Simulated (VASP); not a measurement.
# GaN (P6_3mc) in VASP: a series of runs, part 2 of 2

VASP 6.6.1.

**5. Relaxation of cell and atoms, PBEsol, target pressure 15 GPa, at which the enthalpy is minimised**

Input file INCAR:

```
SYSTEM = GaN
PREC = Accurate ; ENCUT = 600
EDIFF = 1E-7 ; ISMEAR = 0
SIGMA = 0.01 ; LREAL = .False.
LASPH = .True. ; NELM = 100
ALGO = Normal ; ISIF = 3
LWAVE = .False. ; LCHARG = .False.
GGA = PS ; IBRION = 2
NSW = 100 ; EDIFFG = -0.002
PSTRESS = 150.0
```

Input file KPOINTS:

```
regular mesh
0
Gamma
  8 8 4
  0 0 0
```

Input file POSCAR:

```
GaN
1.0
    3.1825860146      0.0000000000      0.0000000000
   -1.5912930073      2.7562003384      0.0000000000
    0.0000000000      0.0000000000      5.1854291207
Ga N
2 2
Direct
    0.3333333333      0.6666666667     -0.0008064438
    0.6666666667      0.3333333333      0.4991935562
    0.3333333333      0.6666666667      0.3758064438
    0.6666666667      0.3333333333      0.8758064438
```

Run with:

```console
cat potpaw_PBE.64/Ga_d/POTCAR potpaw_PBE.64/N/POTCAR > POTCAR
mpirun -np 1 vasp_std > vasp.out
```

Run time: 3.2 min. Hardware: 1 thread of Intel Xeon Platinum 8488C (Sapphire Rapids), shared host; peak memory 0.2 GiB.

It converged, with:

* Free energy: -26.1397 eV
* Relaxed volume: 10.60 Å³/atom
* Relaxed cell: a = 3.108 Å, b = 3.108 Å, c = 5.067 Å, α = 90.00°, β = 90.00°, γ = 120.00°
* Space group after relaxing (to 0.1 Å): P6_3mc (No. 186)
* Energy change on relaxing (the run minimises the enthalpy): +33.0 meV/atom
* Ionic steps: 10
* Pressure after relaxing: 15.0 GPa
* Band gap on the k mesh: 2.36 eV

The path:
```csv
step,energy change (eV),largest force (eV/Å),pressure (GPa),volume (Å³)
1,0.0000,0.0002,-0.39,45.49
2,0.7805,0.0451,42.65,38.67
3,0.1248,0.0157,14.54,42.47
4,0.1313,0.0161,14.97,42.40
5,0.1370,0.0165,15.33,42.34
6,0.1261,0.0067,14.58,42.45
7,0.1318,0.0055,15.00,42.39
8,0.1316,0.0047,14.97,42.39
9,0.1317,0.0020,14.97,42.39
10,0.1319,0.0015,14.98,42.39
```

Final structure:
```yaml
crystal:
  lattice:
    - [3.10823, 0.00000, 0.00000]
    - [-1.55412, 2.69181, 0.00000]
    - [0.00000, 0.00000, 5.06655]
  atoms:
    - { symbol: Ga, position: [0.33333, 0.66667, 0.99936] }
    - { symbol: Ga, position: [0.66667, 0.33333, 0.49936] }
    - { symbol: N, position: [0.33333, 0.66667, 0.37564] }
    - { symbol: N, position: [0.66667, 0.33333, 0.87564] }
```

Levels at points of the mesh, in eV from the valence-band top:
```tsv
k point	band 16	band 17	band 18	band 19	band 20	band 21
(0.00, 0.00, 0.00)	-0.06	0.00	0.00	2.36	4.68	9.51
(0.50, 0.00, 0.00)	-3.05	-2.48	-1.11	5.14	5.85	6.21
(0.00, 0.00, 0.50)	-0.58	-0.58	-0.58	4.67	4.67	8.75
(0.50, 0.00, 0.50)	-2.16	-2.09	-2.09	4.51	4.51	8.14
```

Caveat: the cell is relaxed towards a set pressure, so the run minimises the enthalpy, not the energy; the PAW data sets were made with another functional, which shifts forces and pressure a little.

**6. Single point, PBEsol**

Input file INCAR:

```
SYSTEM = GaN
PREC     = Accurate       ! precision mode
ENCUT    = 520            ! plane-wave cutoff, eV
EDIFF    = 1E-6           ! SCF threshold, eV
ISMEAR   = -1             ! smearing method
SIGMA    = 0.08           ! smearing width, eV
LREAL    = .False.        ! projectors in reciprocal space
LASPH    = .True.         ! aspherical terms in the spheres
NELM     = 80             ! most SCF steps
ALGO     = Normal         ! electronic algorithm
ISIF     = 2              ! what is computed and relaxed
LWAVE    = .False.        ! write WAVECAR
LCHARG   = .False.        ! write CHGCAR
GGA      = PS             ! functional
NBANDS   = 26             ! bands
```

Input file KPOINTS:

```
Automatic mesh
0
Gamma
  16 16 8
  0 0 0
```

POSCAR is that of step 5.

Potentials or basis: VASP PAW PBE potentials, release 64 (Ga_d, N).

Run with:

```console
cat potpaw_PBE.64/Ga_d/POTCAR potpaw_PBE.64/N/POTCAR > POTCAR
mpirun -np 1 vasp_std > vasp.out
```

It took 64 s on 1 thread of Intel Xeon 6975P-C (Granite Rapids), shared host; peak memory 0.27 GiB.

It converged, with:

```yaml
Free_energy: -26.2686 eV
Pressure: -0.1 GPa
Band_gap_on_the_k_mesh: 1.89 eV
```

Levels at points of the mesh, in eV from the valence-band top:
```csv
k point,band 15,band 16,band 17,band 18,band 19,band 20,band 21,band 22
"(0.00, 0.00, 0.00)",-1.05,-0.04,0.00,0.00,1.89,4.21,9.11,9.82
"(0.50, 0.00, 0.00)",-4.27,-2.79,-2.26,-1.01,4.95,5.51,5.95,8.57
"(0.00, 0.00, 0.50)",-0.54,-0.54,-0.54,-0.54,4.22,4.22,8.38,8.38
"(0.50, 0.00, 0.50)",-1.97,-1.97,-1.92,-1.92,4.30,4.30,7.71,7.71
```

Caveat: the PAW data sets were made with another functional, which shifts forces and pressure a little. A k mesh can miss the band edges.

**7. Relaxation of cell and atoms, PBEsol**

This run uses another cell than the first one, of 11.31 Å³/atom.

Input file INCAR:

```
  PREC = Accurate
  ENCUT = 600
  EDIFF = 1E-6
  ISMEAR = -1
  SIGMA = 0.08
  LREAL = False
  LASPH = True
  NELM = 60
  ALGO = Normal
  ISIF = 3
  LWAVE = False
  LCHARG = False
  GGA = PS
  IBRION = 2
  NSW = 100
  EDIFFG = -0.002
```

Input file KPOINTS:

```
regular mesh
0
Gamma
  16 16 8
```

Input file POSCAR:

```
GaN
1.0
    3.1800000000      0.0000000000      0.0000000000
   -1.5900000000      2.7539607840      0.0000000000
    0.0000000000      0.0000000000      5.1660000000
Ga N
2 2
Direct
    0.3333333333      0.6666666667      0.0000000000
    0.6666666667      0.3333333333      0.5000000000
    0.3333333333      0.6666666667      0.3750000000
    0.6666666667      0.3333333333      0.8750000000
```

Run with:

```console
cat potpaw_PBE.64/Ga_d/POTCAR potpaw_PBE.64/N/POTCAR > POTCAR
mpirun -np 1 vasp_std > vasp.out
```

It took 9 min on 1 thread of Intel Xeon 6975P-C (Granite Rapids), shared host; peak memory 0.31 GiB.

It converged, with:

| Item | Value |
| --- | --- |
| Free energy | -26.2719 eV |
| Relaxed volume | 11.35 Å³/atom |
| Relaxed cell | a = 3.180 Å, b = 3.180 Å, c = 5.182 Å, α = 90.00°, β = 90.00°, γ = 120.00° |
| Space group after relaxing (to 0.1 Å) | P6_3mc (No. 186) |
| Energy gained by relaxing | 0.5 meV/atom |
| Ionic steps | 22 |
| Pressure after relaxing | 0.0 GPa |
| Band gap on the k mesh | 1.91 eV |

The path:
| step | energy change (eV) | largest force (eV/Å) | pressure (GPa) | volume (Å³) |
| --- | --- | --- | --- | --- |
| 1 | 0.0000 | 0.1310 | 0.66 | 45.24 |
| 2 | -0.0005 | 0.0880 | -0.51 | 45.55 |
| 3 | -0.0020 | 0.0104 | 0.08 | 45.40 |
| 4 | -0.0020 | 0.0048 | -0.09 | 45.41 |
| 5 | -0.0020 | 0.0059 | 0.16 | 45.37 |
| 6 | -0.0020 | 0.0065 | 0.02 | 45.38 |
| 7 | -0.0020 | 0.0049 | 0.12 | 45.38 |
| 8 | -0.0020 | 0.0071 | 0.07 | 45.38 |
| 9 | -0.0020 | 0.0076 | 0.03 | 45.38 |
| 10 | -0.0020 | 0.0010 | 0.00 | 45.39 |
| 11 | -0.0020 | 0.0018 | 0.03 | 45.39 |
| 12 | -0.0020 | 0.0036 | 0.00 | 45.40 |
| 13 | -0.0020 | 0.0004 | 0.02 | 45.39 |
| 14 | -0.0020 | 0.0002 | 0.04 | 45.39 |
| 15 | -0.0020 | 0.0047 | -0.15 | 45.41 |
| 16 | -0.0020 | 0.0014 | 0.08 | 45.40 |
| 17 | -0.0020 | 0.0034 | -0.09 | 45.40 |
| 18 | -0.0020 | 0.0011 | -0.03 | 45.40 |
| 19 | -0.0020 | 0.0006 | 0.02 | 45.40 |
| 20 | -0.0020 | 0.0017 | 0.00 | 45.40 |
| 21 | -0.0020 | 0.0008 | 0.03 | 45.40 |
| 22 | -0.0020 | 0.0002 | -0.02 | 45.40 |

Final structure:
```
CELL_PARAMETERS angstrom
3.18037 0.00000 0.00000
-1.59018 2.75428 0.00000
0.00000 0.00000 5.18240
ATOMIC_POSITIONS crystal
Ga 0.33333 0.66667 0.99920
Ga 0.66667 0.33333 0.49920
N 0.33333 0.66667 0.37580
N 0.66667 0.33333 0.87580
```

Levels at points of the mesh, in eV from the valence-band top:
```csv
k point,band 16,band 17,band 18,band 19,band 20,band 21
"(0.00, 0.00, 0.00)",-0.04,0.00,0.00,1.91,4.23,9.13
"(0.50, 0.00, 0.00)",-2.79,-2.26,-1.02,4.95,5.53,5.95
"(0.00, 0.00, 0.50)",-0.54,-0.54,-0.54,4.23,4.23,8.39
"(0.50, 0.00, 0.50)",-1.98,-1.93,-1.93,4.31,4.31,7.72
```

Caveat: the PAW data sets were made with another functional, which shifts forces and pressure a little. Zero-point motion and thermal expansion aren't in these numbers.

**8. Overview**

```tsv
task	cell	k mesh	cutoff (eV)	smearing	gap on the mesh (eV)	pressure (GPa)
relaxation of cell and atoms	relaxed to 4 GPa from a = 3.183, b = 3.183, c = 5.185 Å, angles 90.0, 90.0, 120.0°, 4 atoms	8 × 8 × 4	600	gaussian 0.01 eV	2.04	4.0
relaxation of cell and atoms	relaxed to 7 GPa from a = 3.183, b = 3.183, c = 5.185 Å, angles 90.0, 90.0, 120.0°, 4 atoms	8 × 8 × 4	600	gaussian 0.01 eV	2.13	7.0
relaxation of cell and atoms	relaxed to 10 GPa from a = 3.183, b = 3.183, c = 5.185 Å, angles 90.0, 90.0, 120.0°, 4 atoms	8 × 8 × 4	600	gaussian 0.01 eV	2.22	10.0
relaxation of cell and atoms	relaxed to 15 GPa from a = 3.183, b = 3.183, c = 5.185 Å, angles 90.0, 90.0, 120.0°, 4 atoms	8 × 8 × 4	600	gaussian 0.01 eV	2.36	15.0
single point	a = 3.183, b = 3.183, c = 5.185 Å, angles 90.0, 90.0, 120.0°, 4 atoms	16 × 16 × 8	520	fermi-dirac 0.08 eV	1.89	-0.1
relaxation of cell and atoms	relaxed from a = 3.180, b = 3.180, c = 5.166 Å, angles 90.0, 90.0, 120.0°, 4 atoms	16 × 16 × 8	600	fermi-dirac 0.08 eV	1.91	0.0
```

Alike in all rows: level PBEsol; potentials or basis VASP PAW PBE potentials, release 64 (Ga_d, N); no spin polarisation.

Caveats: the PAW data sets were made with another functional, which shifts forces and pressure a little; the cell is relaxed towards a set pressure, so the run minimises the enthalpy, not the energy (at least some runs).

Absolute energies hang on the potentials; compare differences alone.
